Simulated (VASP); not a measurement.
# Pb (Fd-3m) in VASP: a series of runs

Pb is run at these levels: LDA; tasks: single point.

Program: VASP 6.6.1. These are calculated values, not measurements. Logs are shortened: lines on timing, memory, paths and dates and some standing lists are left out, and cuts for length are marked.

## Step 1: The cell of the first run

It takes space group Fd-3m (No. 227, cubic). Conventional cell: a = 5.756 Å, b = 5.756 Å, c = 5.756 Å, α = 90.00°, β = 90.00°, γ = 90.00°. Within 3.3 Å of Pb (site symmetry -43m) lie 4 Pb at 2.49 Å.

## Step 2: Single point, LDA (volume scaled by 0.6)

The input, INCAR:

```
SYSTEM = Pb
ALGO = Normal
EDIFF = 1E-7
ENCUT = 520
ISIF = 2
ISMEAR = -1
LASPH = .TRUE.
LCHARG = .FALSE.
LREAL = .FALSE.
LWAVE = .FALSE.
NBANDS = 21
NELM = 80
PREC = Accurate
SIGMA = 0.08
```

The input, KPOINTS:

```
k-points
0
G
  10 10 10
  0 0 0
```

The input, POSCAR:

```
Pb
1.0
    0.0000000000      2.8778932316      2.8778932316
    2.8778932316      0.0000000000      2.8778932316
    2.8778932316      2.8778932316      0.0000000000
Pb
2
Direct
   -0.1250000000     -0.1250000000     -0.1250000000
    0.1250000000      0.1250000000      0.1250000000
```

Potentials or basis: VASP PAW LDA potentials, release 64 (Pb_d).

Launch:

```bash
$ cat potpaw_LDA.64/Pb_d/POTCAR > POTCAR
$ mpirun -np 1 vasp_std > vasp.out
```

OUTCAR:

```text
SYSTEM = Pb
   EDIFF = 1E-7
   ENCUT = 520
   ISIF = 2
   ISMEAR = -1
   LASPH = .TRUE.
   LREAL = .FALSE.
   NELM = 80
   PREC = Accurate

 ion  position               nearest neighbor table
   1  0.875  0.875  0.875-   2 2.49   2 2.49   2 2.49   2 2.49
   2  0.125  0.125  0.125-   1 2.49   1 2.49   1 2.49   1 2.49

  LATTYP: Found a face centered cubic cell.
 ALAT       =     5.7557864632

  Lattice vectors:

 A1 = (   0.0000000000,   2.8778932316,   2.8778932316)
 A2 = (   2.8778932316,   0.0000000000,   2.8778932316)
 A3 = (   2.8778932316,   2.8778932316,   0.0000000000)

Analysis of symmetry for initial positions (statically):
=====================================================================
 Subroutine PRICEL returns:
 Original cell was already a primitive cell.

 Routine SETGRP: Setting up the symmetry group for a
 face centered cubic supercell.

 Subroutine GETGRP returns: Found 48 space group operations
 (whereof 12 operations were pure point group operations)
 out of a pool of 48 trial point group operations.

The static configuration has the point symmetry D_3d.
 The point group associated with its full space group is O_h .

Analysis of symmetry for dynamics (positions and initial velocities):
=====================================================================
 Subroutine PRICEL returns:
 Original cell was already a primitive cell.

 Routine SETGRP: Setting up the symmetry group for a
 face centered cubic supercell.

 Subroutine GETGRP returns: Found 48 space group operations
 (whereof 12 operations were pure point group operations)
 out of a pool of 48 trial point group operations.

The dynamic configuration has the point symmetry D_3d.
 The point group associated with its full space group is O_h .

 Subroutine INISYM returns: Found 48 space group operations
 (whereof 12 operations are pure point group operations),
 and found     1 'primitive' translations

----------------------------------------------------------------------------------------

                                     Primitive cell

  volume of cell :      47.6710

  direct lattice vectors                    reciprocal lattice vectors
     0.000000000  2.877893232  2.877893232    -0.173738204  0.173738204  0.173738204
     2.877893232  0.000000000  2.877893232     0.173738204 -0.173738204  0.173738204
     2.877893232  2.877893232  0.000000000     0.173738204  0.173738204 -0.173738204

  length of vectors
     4.069955639  4.069955639  4.069955639     0.300923396  0.300923396  0.300923396

  position of ions in fractional coordinates (direct lattice)
     0.875000000  0.875000000  0.875000000
     0.125000000  0.125000000  0.125000000

  ion indices of the primitive-cell ions
   primitive index   ion index
                 1           1
                 2           2

----------------------------------------------------------------------------------------

 KPOINTS: k-points

Automatic generation of k-mesh.
 Grid dimensions read from file:
 generate k-points for:   10   10   10

 Generating k-lattice:

  Cartesian coordinates                     Fractional coordinates (reciprocal lattice)
    -0.017373820  0.017373820  0.017373820     0.100000000  0.000000000  0.000000000
     0.017373820 -0.017373820  0.017373820     0.000000000  0.100000000  0.000000000
     0.017373820  0.017373820 -0.017373820     0.000000000  0.000000000  0.100000000

  Length of vectors
     0.030092340  0.030092340  0.030092340

  Shift w.r.t. Gamma in fractional coordinates (k-lattice)
     0.000000000  0.000000000  0.000000000

 Subroutine IBZKPT returns following result:
 ===========================================

 Found     47 irreducible k-points:

 Following reciprocal coordinates:
            Coordinates               Weight
  0.000000  0.000000  0.000000      1.000000
  0.100000  0.000000  0.000000      8.000000
  0.200000  0.000000  0.000000      8.000000
  0.300000  0.000000  0.000000      8.000000
  0.400000  0.000000  0.000000      8.000000
  0.500000  0.000000  0.000000      4.000000
[... 16 lines left out ...]
  0.300000  0.300000  0.000000      6.000000
  0.400000  0.300000  0.000000     24.000000
 [... further k-points ...]
   k-points           NKPTS =     47   k-points in BZ     NKDIM =     47   number of bands    NBANDS=     21
   number of dos      NEDOS =    301   number of ions     NIONS =      2
   total plane-waves  NPLWV =  27000
   dimension x,y,z NGX =    30 NGY =   30 NGZ =   30
   dimension x,y,z NGXF=    60 NGYF=   60 NGZF=   60
   ions per type =               2
   NGX,Y,Z   is equivalent  to a cutoff of  12.25, 12.25, 12.25 a.u.
   NGXF,Y,Z  is equivalent  to a cutoff of  24.51, 24.51, 24.51 a.u.
 SYSTEM =  Pb
   PREC   = accura    normal or accurate (medium, high low for compatibility)
   ISTART =      0    job   : 0-new  1-cont  2-samecut
   ICHARG =      2    charge: 1-file 2-atom 10-const
   ISPIN  =      1    spin polarized calculation?
   LNONCOLLINEAR =      F non collinear calculations
   LSORBIT =      F    spin-orbit coupling
   LASPH  =      T    aspherical Exc in radial PAW
   ENCUT  =  520.0 eV  38.22 Ry    6.18 a.u.   7.57  7.57  7.57*2*pi/ulx,y,z
   NELM   =     80;   NELMIN=  2; NELMDL= -5     # of ELM steps
   EDIFF  = 0.1E-06   stopping-criterion for ELM
   LREAL  =      F    real-space projection
   EDIFFG = 0.1E-05   stopping-criterion for IOM
   NSW    =      0    number of steps for IOM
   IBRION =     -1    ionic relax: 0-MD 1-quasi-New 2-CG
   NFREE  =      0    steps in history (QN), initial steepest desc. (CG)
   ISIF   =      2    stress and relaxation
   ISYM   =      2    0-nonsym 1-usesym 2-fastsym
   POTIM  = 0.5000    time-step for ionic-motion
   TEBEG  =    0.0;   TEEND  =   0.0 temperature during run
   PSTRESS=    0.0 pullay stress
   NELECT =      28.0000    total number of electrons
   NUPDOWN=      -1.0000    fix difference up-down
   EMIN   =  10.00;   EMAX   =-10.00  energy-range for DOS
   EFERMI =   0.00;   METHOD = LEGACY
   ISMEAR =    -1;   SIGMA  =   0.08  broadening in eV -4-tet -1-fermi 0-gaus
   EFERMI_NEDOS =   21; number of points for ismear=-14 and -15
   IALGO  =     38    algorithm
   IMIX   =      4    mixing-type and parameters
     AMIX     =   0.40;   BMIX     =  1.00
     AMIX_MAG =   1.60;   BMIX_MAG =  1.00
  volume/ion in A,a.u.               =      23.84       160.85
  Fermi-wavevector in a.u.,A,eV,Ry     =   1.371017  2.590846 25.574702  1.879688
  Thomas-Fermi vector in A             =   2.496751
   LORBIT       =      0    0 simple, 1 ext, 2 COOP (PROOUT), +10 PAW based schemes
   GGA     = CA    functional components
   LHFCALC =     F    Hartree Fock is set to
   AEXX    =    0.0000 exact exchange contribution
   IVDW    =     0    specifies the selected vdW correction
   LEPSILON=     F    determine dielectric tensor
   LRPA    =     F    only Hartree local field effects (RPA)
 non-spin polarized calculation
  energy-cutoff  :      520.00
  volume of cell :       47.67
 maximum number of plane-waves:      1307
   NGX = 15   NGY = 15   NGZ = 15

 number of electron      28.0000010 magnetization

 Free energy of the ion-electron system (eV)
  ---------------------------------------------------
  ext. energy  EPLUGINS =         0.00000000
  ---------------------------------------------------
  free energy    TOTEN  =        -4.21608861 eV

  energy without entropy =       -4.21065005  energy(sigma->0) =       -4.21336933

 E-fermi :  11.0661     XC(G=0): -11.2984

 val. band max:       11.0011602699   @ k =   0.4000   0.4000   0.0000
 cond. band min:      11.1611794590   @ k =   0.3000   0.3000   0.0000
 fundamental gap:      0.1600191891
 Fermi energy:        11.0661126187

 k-point     1 :       0.0000    0.0000    0.0000
  band No.  band energies     occupation
      1      -8.7641      2.00000
      2      -8.7641      2.00000
      3      -8.7641      2.00000
      4      -8.5682      2.00000
      5      -8.5682      2.00000
      6      -7.0963      2.00000
[... 13 lines left out ...]
     20      18.4144      0.00000
     21      18.4144      0.00000

 k-point     2 :       0.1000    0.0000    0.0000
  band No.  band energies     occupation
      1      -8.8096      2.00000
      2      -8.8096      2.00000
      3      -8.7620      2.00000
      4      -8.5038      2.00000
      5      -8.5038      2.00000
      6      -7.1503      2.00000
[... 13 lines left out ...]
     20      18.0692      0.00000
     21      18.2473      0.00000

 k-point     3 :       0.2000    0.0000    0.0000
  band No.  band energies     occupation
      1      -8.8686      2.00000
      2      -8.8686      2.00000
      3      -8.7567      2.00000
      4      -8.4001      2.00000
      5      -8.4001      2.00000
      6      -7.2750      2.00000
[... 13 lines left out ...]
     20      18.1946      0.00000
     21      18.1946      0.00000

 k-point     4 :       0.3000    0.0000    0.0000
  band No.  band energies     occupation
      1      -8.9003      2.00000
      2      -8.9003      2.00000
      3      -8.7505      2.00000
      4      -8.3262      2.00000
      5      -8.3262      2.00000
      6      -7.4081      2.00000
[... 13 lines left out ...]
     20      18.7661      0.00000
     21      18.7661      0.00000

 k-point     5 :       0.4000    0.0000    0.0000
  band No.  band energies     occupation
      1      -8.9084      2.00000
      2      -8.9084      2.00000
      3      -8.7456      2.00000
      4      -8.2970      2.00000
      5      -8.2970      2.00000
      6      -7.5053      2.00000
[... 13 lines left out ...]
     20      19.7303      0.00000
     21      19.7303      0.00000
[... 382 lines left out ...]
     20      19.2412      0.00000
     21      20.7145      0.00000

 k-point    22 :      -0.2000    0.2000    0.0000
  band No.  band energies     occupation
      1      -8.9715      2.00000
      2      -8.9452      2.00000
      3      -8.6601      2.00000
      4      -8.3470      2.00000
      5      -8.1452      2.00000
      6      -7.5345      2.00000
[... 13 lines left out ...]
     20      19.1817      0.00000
     21      21.1150      0.00000

 k-point    23 :       0.3000    0.3000    0.0000
  band No.  band energies     occupation
      1      -8.8935      2.00000
      2      -8.8935      2.00000
      3      -8.8889      2.00000
      4      -8.2042      2.00000
      5      -8.0068      2.00000
      6      -7.9384      2.00000
[... 13 lines left out ...]
     20      20.6972      0.00000
     21      21.1780      0.00000

 k-point    24 :       0.4000    0.3000    0.0000
  band No.  band energies     occupation
      1      -8.9812      2.00000
      2      -8.9207      2.00000
      3      -8.7808      2.00000
      4      -8.1367      2.00000
      5      -8.0904      2.00000
      6      -7.8227      2.00000
[... 13 lines left out ...]
     20      21.6345      0.00000
     21      21.7036      0.00000

 [... further k-points ...]
[... 5 lines left out ...]
  --------------------------------------------------------------------------------------
  -------------------------------------------------------------------------------------
  Total       18.0914271     18.0914271     18.0914271     -0.0000000      0.0000000      0.0000000
  in kB      608.0361209    608.0361209    608.0361209     -0.0000000      0.0000000      0.0000000
  external PRESSURE =     608.0361209 kB  Pullay stress =       0.0000000 kB

 VOLUME and BASIS-vectors are now :
 -----------------------------------------------------------------------------
  energy-cutoff  :      520.00
  volume of cell :       47.67
      direct lattice vectors                 reciprocal lattice vectors
     0.000000000  2.877893232  2.877893232    -0.173738204  0.173738204  0.173738204
     2.877893232  0.000000000  2.877893232     0.173738204 -0.173738204  0.173738204
     2.877893232  2.877893232  0.000000000     0.173738204  0.173738204 -0.173738204

 POSITION                                       TOTAL-FORCE (eV/Angst)
 -----------------------------------------------------------------------------------
      5.03631      5.03631      5.03631        -0.000000     -0.000000     -0.000000
      0.71947      0.71947      0.71947         0.000000      0.000000      0.000000
 -----------------------------------------------------------------------------------
    total drift:                               -0.000000      0.000000      0.000000

  FREE ENERGIE OF THE ION-ELECTRON SYSTEM (eV)
  ---------------------------------------------------
  free  energy   TOTEN  =        -4.2160886053 eV

  energy  without entropy=       -4.2106500498  energy(sigma->0) =       -4.21336933
```

Wall time 17 s (1 thread of Intel Xeon 6975P-C (Granite Rapids), shared host); peak memory 0.16 GiB.

What came out:

* Free energy: -4.2161 eV
* Pressure: 60.8 GPa
* Band gap on the k mesh: zero (band 14 reaches 11.73 eV, above the bottom of band 15 at 10.72 eV)

Caveat: spin-orbit coupling is left out, which moves the levels of the heavy elements.

[end of part 1 of 2]
